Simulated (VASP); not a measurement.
Set up this calculation in VASP 6.6.1, as the native input.

```yaml
Task: single point
Functional: PBE
Potentials_or_basis: VASP PAW PBE potentials, release 64 (Ge_d)
Cutoff: 520 eV
k_mesh: 14 × 14 × 14
Occupations: gaussian, width 0.15 eV
Spin: no spin polarisation
Dipole_correction: no
Further_INCAR_settings: ALGO = Normal; EDIFF = 1e-06; NBANDS = 21
```

The structure of Ge lies in POSCAR:

```
Ge
1.0
    0.0000000000      2.8805347716      2.7653133807
    2.8805347716      0.0000000000      2.7653133807
    2.8805347716      2.8805347716      0.0000000000
Ge
2
Direct
    0.5000000000      0.5000000000      0.5000000000
    0.7500000000      0.7500000000      0.7500000000
```

This cell differs from its parent crystal: engineering shear strain xy +0.0000, normal strain along z -0.0400.

These files were run (other wordings do the same):

INCAR

```
PREC = Accurate ; ENCUT = 520
EDIFF = 1E-6 ; ISMEAR = 0
SIGMA = 0.15 ; LREAL = F
LASPH = T ; NELM = 100
ALGO = Normal ; ISIF = 2
LWAVE = F ; LCHARG = T
GGA = PE ; LELF = T
LVHAR = T ; NBANDS = 21
```

KPOINTS

```
Automatic mesh
0
Gamma
  14 14 14
```

Potentials or basis: VASP PAW PBE potentials, release 64 (Ge_d).

Launch:

```sh
$ cat potpaw_PBE.64/Ge_d/POTCAR > POTCAR
$ mpirun -np 1 vasp_std > vasp.out
```

Results of the run:

The pressure is 2.6 GPa and the band gap on the k mesh is 0.14 eV, indirect (least direct gap 0.30 eV).

Caveat: the cell differs from its parent crystal (engineering shear strain xy +0.0000, normal strain along z -0.0400).

Run time: 94 s on 1 thread of Intel(R) Xeon(R) 6975P-C (Granite Rapids), on a shared host, peak memory 0.3 GiB.
